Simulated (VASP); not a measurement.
Runs of VASP 6.6.1 on Zr2Cl. The structure is that of space group Fd-3m (No. 227), or close to it. The cells are those of the table. The cell was built from a structure type or drawn by symmetry, and may not be a known phase.

```csv
task,cell,k mesh,cutoff (eV),gap on the mesh (eV),pressure (GPa),relaxed volume (Å³/atom)
single point,"a = 7.716 Å, angles 60.0°, 6 atoms",6 × 6 × 6,520,none,0.1,-
relaxation of cell and atoms,"relaxed from a = 7.716 Å, angles 60.0°, 6 atoms",6 × 6 × 6,600,none,0.0,54.32
single point,"a = 5.892 Å, angles 60.0°, 6 atoms",4 × 4 × 4,520,none,119.2,-
relaxation of cell and atoms,"relaxed from a = 5.892 Å, angles 60.0°, 6 atoms",4 × 4 × 4,600,none,-0.1,(a)
single point,"a = 7.716 Å, angles 60.0°, 6 atoms",4 × 4 × 4,520,none,0.1,-
```

Alike in all rows: level PBE; potentials or basis VASP PAW PBE potentials, release 64 (Zr_sv, Cl); no spin polarisation; smearing gaussian 0.1 eV.

Problem. Fill in the values left out.

Solution. (a) 54.05.

Caveats: the cell stands under pressure (at least some runs); the volume moved by over 15 % at a fixed basis, so the end points are rough (at least some runs).

A k mesh can miss the band edges, and the runs leave out spin-orbit coupling on Zr.

A gap of «none» marks levels without a gap at the run's occupations.
